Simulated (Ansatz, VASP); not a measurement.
**One calculation of Cd4Te, two programs**

```
Cd Te
1.0
    -3.80387    3.80387    2.18827
     3.80387   -3.80387    2.18827
     3.80387    3.80387   -2.18827
Cd Te
4 1
Direct
  0.60071 0.19108 0.79179
  0.80892 0.60071 0.40963
  0.39929 0.80892 0.20821
  0.19108 0.39929 0.59037
  0.00000 0.00000 0.00000
```

Change from the starting cell: species swapped into the LuAg4 type (I4/m, No. 87).

Alike in both runs: functional PBE; k mesh 10 × 10 × 10; occupations gaussian, width 0.1 eV; no spin polarisation.

Ansatz relaxed the structure, and its values are those at the end. VASP's run is a single point on that final structure, the one shown.

|  | VASP | Ansatz |
| --- | --- | --- |
| version | VASP 6.6.1 | Ansatz 0.2.0 |
| potentials or method | VASP PAW PBE potentials, release 64 (Cd, Te), cutoff 520 eV | scalar-relativistic, plane waves, PAW |
| valence electrons in the cell | 54 | 96 |

Ansatz gave:

| Property | Result |
| --- | --- |
| gap on the k mesh at the Fermi level (eV) | none |
| pressure (GPa) | 0.0 |

**Question.** Estimate VASP's values.

**Answer.** gap on the k mesh at the Fermi level (eV): none; pressure (GPa): 0.2.

A gap of «none» marks a metal or a gap that the smearing closes. VASP's potentials hold 54 valence electrons a cell and Ansatz's 96, so a difference there can come from the potentials and not from the codes.

Neither program's run includes spin-orbit coupling.
